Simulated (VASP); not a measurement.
# BAs: single point with PBEsol

BAs:

```xyz
2
Lattice="0.0000 2.3919 2.3919 2.3919 0.0000 2.3919 2.3919 2.3919 0.0000" Properties=species:S:1:pos:R:3 pbc="T T T"
B     0.0000    0.0000    0.0000
As    1.1959    1.1959    1.1959
```

- Program: VASP 6.6.1
- Task: single point
- Functional: PBEsol
- Potentials or basis: VASP PAW PBE potentials, release 64 (B, As)
- Cutoff: 500 eV
- k mesh: 6 × 6 × 6
- Occupations: fermi-dirac, width 0.05 eV
- Spin: no spin polarisation

```yaml
Pressure: -0.5 GPa
Band_gap_on_the_k_mesh: 1.18 eV, indirect (least direct gap 3.23 eV)
```

Levels at points of the mesh, in eV from the valence-band top:
| k point | band 1 | band 2 | band 3 | band 4 | band 5 | band 6 | band 7 | band 8 | band 9 |
| --- | --- | --- | --- | --- | --- | --- | --- | --- | --- |
| (0.00, 0.00, 0.00) | -15.40 | 0.00 | 0.00 | 0.00 | 3.23 | 3.23 | 3.23 | 4.63 | 9.32 |
| (0.50, 0.00, 0.00) | -12.53 | -8.80 | -1.82 | -1.82 | 2.63 | 4.72 | 4.72 | 8.69 | 12.52 |
| (0.50, 0.50, 0.00) | -11.23 | -8.51 | -4.09 | -4.09 | 1.31 | 1.34 | 11.30 | 11.30 | 12.74 |

It took 6.6 s on 1 thread of Intel(R) Xeon(R) Platinum 8259CL CPU @ 2.50GHz (Skylake/Cascade Lake), with other jobs on the host, peak memory 0.15 GiB.

Caveat: the PAW data sets were made with another functional, which shifts forces and pressure a little. A k mesh can miss the band edges.
